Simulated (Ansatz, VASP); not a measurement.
**KZnF3 in VASP and in Ansatz**

```xyz
5
Lattice="4.0462 0.0000 0.0000 0.0000 4.0462 0.0000 0.0000 0.0000 4.0462" Properties=species:S:1:pos:R:3 pbc="T T T"
K     0.0000    0.0000    0.0000
Zn    2.0231    2.0231    2.0231
F     2.0231    2.0231    0.0000
F     0.0000    2.0231    2.0231
F     2.0231    0.0000    2.0231
```

Alike in both runs: task single point; functional PBE; k mesh 6 × 6 × 6; no spin polarisation.

|  | VASP | Ansatz |
| --- | --- | --- |
| version | VASP 6.6.1 | Ansatz 0.2.0 |
| potentials or method | VASP PAW PBE potentials, release 64 (K_sv, Zn, F) | plane waves, PAW |
| plane-wave cutoff (eV) | 520 | 420 |
| occupations | gaussian, width 0.01 eV | fixed |
| valence electrons in the cell | 42 | 42 |

|  | VASP | Ansatz | Ansatz less VASP |
| --- | --- | --- | --- |
| gap on the k mesh at the Fermi level (eV) | 3.80 | 3.87 | +0.070 |
| pressure (GPa) | 5.2 | 4.8 | -0.43 |
